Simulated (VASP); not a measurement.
A run of VASP 6.6.1:

Contents of INCAR:

```
PREC = Accurate
ENCUT = 520
EDIFF = 1E-6
ISMEAR = 0
SIGMA = 0.05
LREAL = Auto
LASPH = T
NELM = 100
ALGO = Normal
ISIF = 2
LWAVE = F
LCHARG = F
GGA = PE
NBANDS = 68
```

File KPOINTS:

```
Automatic mesh
0
Gamma
  3 3 3
```

File POSCAR:

```
Al
1.0
    8.1000000000      0.0000000000      0.0000000000
    0.0000000000      8.1000000000      0.0000000000
    0.0000000000      0.0000000000      8.1000000000
Al
31
Direct
    0.4957956790      0.0050664198      0.0000038272
    0.7444753086      0.2529770370      0.0000037037
    0.7503870370     -0.0014437037      0.2506408642
    0.0004444444      0.0007188889      0.0000025926
    0.3317297531      0.3320214815      0.0000081481
    0.7479055556      0.7481818519      0.0000024691
    0.2481075309      0.0038144444      0.2460001235
    0.5062614815      0.2462037037      0.2651798765
    0.7471766667      0.5006871605      0.2467860494
    0.4994740741     -0.0062082716      0.5000017284
    0.7578562963      0.2486743210      0.4999977778
    0.7503900000     -0.0014477778      0.7493637037
    0.0047970370      0.4960679012      0.0000035802
    0.2527025926      0.7447522222      0.0000055556
    0.0035450617      0.2483806173      0.2459988889
    0.2459204938      0.5065537037      0.2651987654
    0.5004155556      0.7474493827      0.2467923457
   -0.0007997531     -0.0005207407      0.5000029630
    0.2476967901      0.2479766667      0.5000059259
    0.5017530864      0.5020200000      0.5000064198
    0.7493279012      0.7496051852      0.5000038272
    0.2481061728      0.0038219753      0.7540118519
    0.5062753086      0.2461959259      0.7348234568
    0.7471775309      0.5006890123      0.7532203704
   -0.0017249383      0.7506656790      0.2506416049
   -0.0064939506      0.4997491358      0.5000041975
    0.2483993827      0.7581444444      0.5000090123
    0.0035364198      0.2483793827      0.7540060494
    0.2459237037      0.5065477778      0.7348143210
    0.5004123457      0.7474503704      0.7532166667
   -0.0017209877      0.7506637037      0.7493669136
```

Potentials or basis: VASP PAW PBE potentials, release 64 (Al).

Launch:

```bash
$ cat potpaw_PBE.64/Al/POTCAR > POTCAR
$ mpirun -np 1 vasp_std > vasp.out
```

Hardware: 1 thread of Intel Xeon 8259CL, with other jobs on the host.

Question: Estimate the wall time of this run.

Answer: It took 13 min on 1 thread of Intel Xeon 8259CL, with other jobs on the host, peak memory 0.64 GiB. Counts: scf iterations 13, k points 14.
